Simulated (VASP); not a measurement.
W: single point with revPBE

W:

```
CELL_PARAMETERS angstrom
-1.58234 1.58234 1.58234
1.58234 -1.58234 1.58234
1.58234 1.58234 -1.58234
ATOMIC_POSITIONS crystal
W 0.00000 0.00000 0.00000
```

- Program: VASP 6.6.1
- Task: single point
- Functional: revPBE
- Potentials or basis: VASP PAW PBE potentials, release 64 (W_sv)
- Cutoff: 520 eV
- k mesh: 12 × 12 × 12
- Occupations: fermi-dirac, width 0.05 eV
- Spin: no spin polarisation
- Dipole correction: no
- Further INCAR settings: ALGO = Normal; EDIFF = 1e-06; NBANDS = 13

```json
{"Pressure": "9.2 GPa", "Band gap on the k mesh": "zero (band 7 reaches 16.67 eV, above the bottom of band 8 at 10.28 eV)"}
```

Levels at points of the mesh, in eV from the Fermi level:
```csv
k point,band 3,band 4,band 5,band 6,band 7,band 8,band 9,band 10,band 11,band 12
"(0.00, 0.00, 0.00)",-37.67,-37.67,-9.55,-1.13,-1.13,-1.13,2.37,2.37,14.59,14.59
"(0.50, 0.00, 0.00)",-38.09,-37.68,-6.18,-3.48,0.75,2.26,3.24,6.24,11.19,11.56
"(0.50, 0.50, 0.50)",-38.57,-38.57,-5.74,-5.74,5.26,5.26,5.26,8.33,8.33,8.33
```

Wall time 5.8 s on 1 thread of AMD EPYC 9R45 (Zen 5), with other jobs on the host, peak memory 0.1 GiB.

Caveat: the PAW data sets were made with another functional, which shifts forces and pressure a little; spin-orbit coupling is left out, which moves the levels of the heavy elements.
